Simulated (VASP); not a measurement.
# CO2 (Pa-3) in VASP: further runs

The runs below take CO2 through single point, with PBEsol.

All numbers are computed with VASP 6.6.1; they aren't measurements. Logs are shortened: lines on timing, memory, paths and dates and some standing lists are left out, and cuts for length are marked.

### Step 1. The cell of the first run

Symmetry: Pa-3, No. 205, cubic system. Conventional cell: a = 5.392 Å, b = 5.392 Å, c = 5.392 Å, α = 90.00°, β = 90.00°, γ = 90.00°. C (site symmetry -3) has 2 O at 1.17 Å within 1.6 Å. Within 1.6 Å of O (site symmetry 3) lie 1 C at 1.17 Å.

### Step 2. Single point, PBEsol

File INCAR:

```
SYSTEM = CO2
PREC = Accurate
ENCUT = 910
EDIFF = 1E-6
ISMEAR = 0
SIGMA = 0.01
LREAL = .False.
LASPH = .True.
NELM = 120
ALGO = Normal
ISIF = 2
LWAVE = .False.
LCHARG = .False.
GGA = PS
NBANDS = 44
GGA_COMPAT = .False.
```

File KPOINTS:

```
Automatic mesh
0
Gamma
  4 4 4
  0 0 0
```

File POSCAR:

```
CO2
1.0
    5.3917697732      0.0000000000      0.0000000000
    0.0000000000      5.3917697732      0.0000000000
    0.0000000000      0.0000000000      5.3917697732
C O
4 8
Direct
    0.0000000000      0.0000000000      0.0000000000
    0.5000000000      0.0000000000      0.5000000000
    0.5000000000      0.5000000000      0.0000000000
    0.0000000000      0.5000000000      0.5000000000
    0.1248130550      0.1248130550      0.1248130550
    0.3751869450      0.8751869450      0.6248130550
    0.6248130550      0.3751869450      0.8751869450
    0.8751869450      0.6248130550      0.3751869450
    0.8751869450      0.8751869450      0.8751869450
    0.6248130550      0.1248130550      0.3751869450
    0.3751869450      0.6248130550      0.1248130550
    0.1248130550      0.3751869450      0.6248130550
```

Potentials or basis: VASP PAW PBE potentials, release 64 (C_h, O_h).

Launch:

```bash
$ cat potpaw_PBE.64/C_h/POTCAR potpaw_PBE.64/O_h/POTCAR > POTCAR
$ mpirun -np 1 vasp_std > vasp.out
```

OUTCAR:

```text
SYSTEM = CO2
   PREC = Accurate
   ENCUT = 910
   EDIFF = 1E-6
   ISMEAR = 0
   LREAL = .False.
   LASPH = .True.
   NELM = 120
   ISIF = 2
   GGA = PS

 ion  position               nearest neighbor table
   1  0.000  0.000  0.000-   5 1.17   9 1.17
   2  0.500  0.000  0.500-   6 1.17  10 1.17
   3  0.500  0.500  0.000-   7 1.17  11 1.17
   4  0.000  0.500  0.500-   8 1.17  12 1.17
   5  0.125  0.125  0.125-   1 1.17
   6  0.375  0.875  0.625-   2 1.17
   7  0.625  0.375  0.875-   3 1.17
   8  0.875  0.625  0.375-   4 1.17
   9  0.875  0.875  0.875-   1 1.17
  10  0.625  0.125  0.375-   2 1.17
  11  0.375  0.625  0.125-   3 1.17
  12  0.125  0.375  0.625-   4 1.17

  LATTYP: Found a simple cubic cell.
 ALAT       =     5.3917697732

  Lattice vectors:

 A1 = (   5.3917697732,   0.0000000000,   0.0000000000)
 A2 = (   0.0000000000,   5.3917697732,   0.0000000000)
 A3 = (   0.0000000000,   0.0000000000,   5.3917697732)

Analysis of symmetry for initial positions (statically):
=====================================================================
 Subroutine PRICEL returns:
 Original cell was already a primitive cell.

 Routine SETGRP: Setting up the symmetry group for a
 simple cubic supercell.

 Subroutine GETGRP returns: Found 24 space group operations
 (whereof  6 operations were pure point group operations)
 out of a pool of 48 trial point group operations.

The static configuration has the point symmetry S_6 .
 The point group associated with its full space group is T_h .

Analysis of symmetry for dynamics (positions and initial velocities):
=====================================================================
 Subroutine PRICEL returns:
 Original cell was already a primitive cell.

 Routine SETGRP: Setting up the symmetry group for a
 simple cubic supercell.

 Subroutine GETGRP returns: Found 24 space group operations
 (whereof  6 operations were pure point group operations)
 out of a pool of 48 trial point group operations.

The dynamic configuration has the point symmetry S_6 .
 The point group associated with its full space group is T_h .

 Subroutine INISYM returns: Found 24 space group operations
 (whereof  6 operations are pure point group operations),
 and found     1 'primitive' translations

----------------------------------------------------------------------------------------

                                     Primitive cell

  volume of cell :     156.7451

  direct lattice vectors                    reciprocal lattice vectors
     5.391769773  0.000000000  0.000000000     0.185467860  0.000000000  0.000000000
     0.000000000  5.391769773  0.000000000     0.000000000  0.185467860  0.000000000
     0.000000000  0.000000000  5.391769773     0.000000000  0.000000000  0.185467860

  length of vectors
     5.391769773  5.391769773  5.391769773     0.185467860  0.185467860  0.185467860

  position of ions in fractional coordinates (direct lattice)
     0.000000000  0.000000000  0.000000000
     0.500000000  0.000000000  0.500000000
     0.500000000  0.500000000  0.000000000
     0.000000000  0.500000000  0.500000000
     0.124813055  0.124813055  0.124813055
     0.375186945  0.875186945  0.624813055
     0.624813055  0.375186945  0.875186945
     0.875186945  0.624813055  0.375186945
     0.875186945  0.875186945  0.875186945
     0.624813055  0.124813055  0.375186945
     0.375186945  0.624813055  0.124813055
     0.124813055  0.375186945  0.624813055

  ion indices of the primitive-cell ions
   primitive index   ion index
                 1           1
                 2           2
                 3           3
                 4           4
                 5           5
                 6           6
                 7           7
                 8           8
                 9           9
                10          10
                11          11
                12          12

----------------------------------------------------------------------------------------

 KPOINTS: Automatic mesh

Automatic generation of k-mesh.
 Grid dimensions read from file:
 generate k-points for:    4    4    4

 Generating k-lattice:

  Cartesian coordinates                     Fractional coordinates (reciprocal lattice)
     0.046366965  0.000000000  0.000000000     0.250000000  0.000000000  0.000000000
     0.000000000  0.046366965  0.000000000     0.000000000  0.250000000  0.000000000
     0.000000000  0.000000000  0.046366965     0.000000000  0.000000000  0.250000000

  Length of vectors
     0.046366965  0.046366965  0.046366965

  Shift w.r.t. Gamma in fractional coordinates (k-lattice)
     0.000000000  0.000000000  0.000000000

 Subroutine IBZKPT returns following result:
 ===========================================

 Found     11 irreducible k-points:

 Following reciprocal coordinates:
            Coordinates               Weight
  0.000000  0.000000  0.000000      1.000000
  0.250000  0.000000  0.000000      6.000000
  0.500000  0.000000  0.000000      3.000000
  0.250000  0.250000  0.000000     12.000000
  0.500000  0.250000  0.000000      6.000000
 -0.250000  0.500000  0.000000      6.000000
  0.500000  0.500000  0.000000      3.000000
  0.250000  0.250000  0.250000      8.000000
  0.500000  0.250000  0.250000     12.000000
  0.500000  0.500000  0.250000      6.000000
  0.500000  0.500000  0.500000      1.000000
   k-points           NKPTS =     11   k-points in BZ     NKDIM =     11   number of bands    NBANDS=     44
   number of dos      NEDOS =    301   number of ions     NIONS =     12
   total plane-waves  NPLWV = 157464
   dimension x,y,z NGX =    54 NGY =   54 NGZ =   54
   dimension x,y,z NGXF=   108 NGYF=  108 NGZF=  108
   ions per type =               4   8
   NGX,Y,Z   is equivalent  to a cutoff of  16.65, 16.65, 16.65 a.u.
   NGXF,Y,Z  is equivalent  to a cutoff of  33.30, 33.30, 33.30 a.u.
 SYSTEM =  CO2
   PREC   = accura    normal or accurate (medium, high low for compatibility)
   ISTART =      0    job   : 0-new  1-cont  2-samecut
   ICHARG =      2    charge: 1-file 2-atom 10-const
   ISPIN  =      1    spin polarized calculation?
   LNONCOLLINEAR =      F non collinear calculations
   LSORBIT =      F    spin-orbit coupling
   LASPH  =      T    aspherical Exc in radial PAW
   ENCUT  =  910.0 eV  66.88 Ry    8.18 a.u.  13.26 13.26 13.26*2*pi/ulx,y,z
   NELM   =    120;   NELMIN=  2; NELMDL= -5     # of ELM steps
   EDIFF  = 0.1E-05   stopping-criterion for ELM
   LREAL  =      F    real-space projection
   EDIFFG = 0.1E-04   stopping-criterion for IOM
   NSW    =      0    number of steps for IOM
   IBRION =     -1    ionic relax: 0-MD 1-quasi-New 2-CG
   NFREE  =      0    steps in history (QN), initial steepest desc. (CG)
   ISIF   =      2    stress and relaxation
   ISYM   =      2    0-nonsym 1-usesym 2-fastsym
   POTIM  = 0.5000    time-step for ionic-motion
   TEBEG  =    0.0;   TEEND  =   0.0 temperature during run
   PSTRESS=    0.0 pullay stress
   NELECT =      64.0000    total number of electrons
   NUPDOWN=      -1.0000    fix difference up-down
   EMIN   =  10.00;   EMAX   =-10.00  energy-range for DOS
   EFERMI =   0.00;   METHOD = LEGACY
   ISMEAR =     0;   SIGMA  =   0.01  broadening in eV -4-tet -1-fermi 0-gaus
   EFERMI_NEDOS =   21; number of points for ismear=-14 and -15
   IALGO  =     38    algorithm
   IMIX   =      4    mixing-type and parameters
     AMIX     =   0.40;   BMIX     =  1.00
     AMIX_MAG =   1.60;   BMIX_MAG =  1.00
  volume/ion in A,a.u.               =      13.06        88.15
  Fermi-wavevector in a.u.,A,eV,Ry     =   1.214517  2.295104 20.069284  1.475051
  Thomas-Fermi vector in A             =   2.349934
   LORBIT       =      0    0 simple, 1 ext, 2 COOP (PROOUT), +10 PAW based schemes
   GGA     = PS    functional components
   LHFCALC =     F    Hartree Fock is set to
   AEXX    =    0.0000 exact exchange contribution
   IVDW    =     0    specifies the selected vdW correction
   LEPSILON=     F    determine dielectric tensor
   LRPA    =     F    only Hartree local field effects (RPA)
 non-spin polarized calculation
 Gauss-broadening in eV      SIGMA  =   0.01
  energy-cutoff  :      910.00
  volume of cell :      156.75
 maximum number of plane-waves:      9812
 NGX is ok and might be reduce to    54
   NGX = 27   NGY = 27   NGZ = 27

 number of electron      63.9999978 magnetization

 Free energy of the ion-electron system (eV)
  ---------------------------------------------------
  ext. energy  EPLUGINS =         0.00000000
  ---------------------------------------------------
  free energy    TOTEN  =       -96.23402315 eV

  energy without entropy =      -96.23402315  energy(sigma->0) =      -96.23402315

 E-fermi :  -2.3044     XC(G=0):  -8.6362

 val. band max:       -2.3535342157   @ k =   0.0000   0.0000   0.0000
 cond. band min:       4.4968206886   @ k =   0.0000   0.0000   0.0000
 fundamental gap:      6.8503549042
 Fermi energy:        -2.3044123152

 k-point     1 :       0.0000    0.0000    0.0000
  band No.  band energies     occupation
      1     -23.0030      2.00000
      2     -22.6719      2.00000
      3     -22.6719      2.00000
      4     -22.6719      2.00000
      5     -21.7922      2.00000
      6     -21.7922      2.00000
[... 36 lines left out ...]
     43       8.8112      0.00000
     44       8.8112      0.00000

 k-point     2 :       0.2500    0.0000    0.0000
  band No.  band energies     occupation
      1     -22.9589      2.00000
      2     -22.7257      2.00000
      3     -22.6716      2.00000
      4     -22.6715      2.00000
      5     -21.7885      2.00000
      6     -21.7875      2.00000
[... 36 lines left out ...]
     43       9.1021      0.00000
     44       9.1086      0.00000

 k-point     3 :       0.5000    0.0000    0.0000
  band No.  band energies     occupation
      1     -22.8470      2.00000
      2     -22.8470      2.00000
      3     -22.6713      2.00000
      4     -22.6713      2.00000
      5     -21.7840      2.00000
      6     -21.7840      2.00000
[... 36 lines left out ...]
     43       9.4654      0.00000
     44       9.4654      0.00000

 k-point     4 :       0.2500    0.2500    0.0000
  band No.  band energies     occupation
      1     -22.9196      2.00000
      2     -22.7170      2.00000
      3     -22.7170      2.00000
      4     -22.6787      2.00000
      5     -21.7857      2.00000
      6     -21.7781      2.00000
[... 271 lines left out ...]
     43       8.4494      0.00000
     44       8.4494      0.00000

 k-point    10 :       0.5000    0.5000    0.2500
  band No.  band energies     occupation
      1     -22.7567      2.00000
      2     -22.7567      2.00000
      3     -22.7567      2.00000
      4     -22.7567      2.00000
      5     -21.7699      2.00000
      6     -21.7699      2.00000
[... 36 lines left out ...]
     43       7.5883      0.00000
     44       7.5883      0.00000

 k-point    11 :       0.5000    0.5000    0.5000
  band No.  band energies     occupation
      1     -22.7540      2.00000
      2     -22.7540      2.00000
      3     -22.7540      2.00000
      4     -22.7540      2.00000
      5     -21.7731      2.00000
      6     -21.7731      2.00000
[... 36 lines left out ...]
     43       7.5396      0.00000
     44       7.5396      0.00000

------------------------ aborting loop because EDIFF is reached ----------------------------------------

  FORCE on cell =-STRESS in cart. coord.  units (eV):
  Direction    XX          YY          ZZ          XY          YZ          ZX
  --------------------------------------------------------------------------------------
  -------------------------------------------------------------------------------------
  Total        1.4537156      1.4537156      1.4537156      0.0000000      0.0000000      0.0000000
  in kB       14.8592197     14.8592197     14.8592197      0.0000000      0.0000000      0.0000000
  external PRESSURE =      14.8592197 kB  Pullay stress =       0.0000000 kB

 VOLUME and BASIS-vectors are now :
 -----------------------------------------------------------------------------
  energy-cutoff  :      910.00
  volume of cell :      156.75
      direct lattice vectors                 reciprocal lattice vectors
     5.391769773  0.000000000  0.000000000     0.185467860  0.000000000  0.000000000
     0.000000000  5.391769773  0.000000000     0.000000000  0.185467860  0.000000000
     0.000000000  0.000000000  5.391769773     0.000000000  0.000000000  0.185467860

 POSITION                                       TOTAL-FORCE (eV/Angst)
 -----------------------------------------------------------------------------------
      0.00000      0.00000      0.00000         0.000000      0.000000      0.000000
      2.69588      0.00000      2.69588         0.000000      0.000000      0.000000
      2.69588      2.69588      0.00000         0.000000      0.000000      0.000000
      0.00000      2.69588      2.69588         0.000000      0.000000      0.000000
      0.67296      0.67296      0.67296         0.052118      0.052118      0.052118
      2.02292      4.71881      3.36885        -0.052118     -0.052118      0.052118
      3.36885      2.02292      4.71881         0.052118     -0.052118     -0.052118
      4.71881      3.36885      2.02292        -0.052118      0.052118     -0.052118
      4.71881      4.71881      4.71881        -0.052118     -0.052118     -0.052118
      3.36885      0.67296      2.02292         0.052118      0.052118     -0.052118
      2.02292      3.36885      0.67296        -0.052118      0.052118      0.052118
      0.67296      2.02292      3.36885         0.052118     -0.052118      0.052118
 -----------------------------------------------------------------------------------
    total drift:                                0.000000      0.000000      0.000000

  FREE ENERGIE OF THE ION-ELECTRON SYSTEM (eV)
  ---------------------------------------------------
  free  energy   TOTEN  =       -96.2340231464 eV

  energy  without entropy=      -96.2340231464  energy(sigma->0) =      -96.23402315
```

It took 2.8 min on 1 thread of Intel Xeon Platinum 8488C (Sapphire Rapids), shared host; peak memory 0.46 GiB.

What came out:

```yaml
Free_energy: -96.2340 eV
Pressure: 1.5 GPa
Largest_force: 0.090 eV/Å
Band_gap_on_the_k_mesh: 6.85 eV
```

Forces in eV/Å, atoms in the order of the input:
```
C    0.000  0.000  0.000
C    0.000  0.000  0.000
C    0.000  0.000  0.000
C    0.000  0.000  0.000
O    0.052  0.052  0.052
O   -0.052 -0.052  0.052
O    0.052 -0.052 -0.052
O   -0.052  0.052 -0.052
O   -0.052 -0.052 -0.052
O    0.052  0.052 -0.052
O   -0.052  0.052  0.052
O    0.052 -0.052  0.052
```

Levels at points of the mesh, in eV from the valence-band top:
```
           k point  band 29  band 30  band 31  band 32  band 33  band 34  band 35  band 36
(0.00, 0.00, 0.00)    -0.26    -0.26     0.00     0.00     6.85     7.89     7.89     7.89
(0.50, 0.00, 0.00)    -0.40    -0.40    -0.09    -0.09     7.82     7.82     8.12     8.12
(0.50, 0.50, 0.00)    -0.35    -0.35    -0.35    -0.35     7.82     7.82     7.82     7.82
(0.50, 0.50, 0.50)    -0.42    -0.42    -0.42    -0.42     7.80     7.80     7.80     7.80
```

Caveat: the cutoff is under 1.25 times the usual one of these potentials, so pressure, stress and relaxed cells hold a basis-set (Pulay) error; this functional lacks dispersion, which holds the molecules together, so the pressure and a relaxed volume are unreliable; the PAW data sets were made with another functional, which shifts forces and pressure a little. A k mesh can miss the band edges.

### Step 3. Single point, PBEsol

This run uses another cell than the first one, of 11.96 Å³/atom.

File INCAR:

```
PREC     = Accurate       # precision mode
ENCUT    = 910            # plane-wave cutoff, eV
EDIFF    = 1E-6           # SCF threshold, eV
ISMEAR   = 0              # smearing method
SIGMA    = 0.1            # smearing width, eV
LREAL    = F              # projectors in reciprocal space
LASPH    = T              # aspherical terms in the spheres
NELM     = 120            # most SCF steps
ALGO     = Normal         # electronic algorithm
ISIF     = 2              # what is computed and relaxed
LWAVE    = F              # write WAVECAR
LCHARG   = F              # write CHGCAR
GGA      = PS             # functional
NBANDS   = 44             # bands
GGA_COMPAT= F
```

File KPOINTS:

```
regular mesh
0
Gamma
  4 4 4
```

File POSCAR:

```
CO2
1.0
    5.2353884503      0.0000000000      0.0000000000
    0.0000000000      5.2353884503      0.0000000000
    0.0000000000      0.0000000000      5.2353884503
C O
4 8
Direct
    0.0000000000      0.0000000000      0.0000000000
    0.5000000000      0.0000000000      0.5000000000
    0.5000000000      0.5000000000      0.0000000000
    0.0000000000      0.5000000000      0.5000000000
    0.1284144826      0.1284144826      0.1284144826
    0.3715855174      0.8715855174      0.6284144826
    0.6284144826      0.3715855174      0.8715855174
    0.8715855174      0.6284144826      0.3715855174
    0.8715855174      0.8715855174      0.8715855174
    0.6284144826      0.1284144826      0.3715855174
    0.3715855174      0.6284144826      0.1284144826
    0.1284144826      0.3715855174      0.6284144826
```

Potentials or basis: VASP PAW PBE potentials, release 64 (C_h, O_h).

Launch:

```bash
$ cat potpaw_PBE.64/C_h/POTCAR potpaw_PBE.64/O_h/POTCAR > POTCAR
$ mpirun -np 1 vasp_std > vasp.out
```

It took 3 min on 1 thread of Intel Xeon Platinum 8259CL at 2.50GHz (Skylake/Cascade Lake), shared host; peak memory 0.46 GiB.

It converged, with:

```
Free energy            : -96.0249 eV
Pressure               : 3.2 GPa
Largest force          : 0.106 eV/Å
Band gap on the k mesh : 6.97 eV
```

Forces on the atoms (eV/Å):
```
C    0.000  0.000  0.000
C    0.000  0.000  0.000
C    0.000  0.000  0.000
C    0.000  0.000  0.000
O    0.061  0.061  0.061
O   -0.061 -0.061  0.061
O    0.061 -0.061 -0.061
O   -0.061  0.061 -0.061
O   -0.061 -0.061 -0.061
O    0.061  0.061 -0.061
O   -0.061  0.061  0.061
O    0.061 -0.061  0.061
```

Levels at points of the mesh, in eV from the valence-band top:
```
           k point  band 30  band 31  band 32  band 33  band 34  band 35
(0.00, 0.00, 0.00)    -0.32     0.00     0.00     6.97     7.76     7.76
(0.50, 0.00, 0.00)    -0.48    -0.10    -0.10     7.69     7.69     8.04
(0.50, 0.50, 0.00)    -0.42    -0.42    -0.42     7.69     7.69     7.69
(0.50, 0.50, 0.50)    -0.51    -0.51    -0.51     7.66     7.66     7.66
```

Caveat: the cutoff is under 1.25 times the usual one of these potentials, so pressure, stress and relaxed cells hold a basis-set (Pulay) error; the cell stands under pressure; this functional lacks dispersion, which holds the molecules together, so the pressure and a relaxed volume are unreliable; the PAW data sets were made with another functional, which shifts forces and pressure a little.

(Continued in part 2 of 2.)
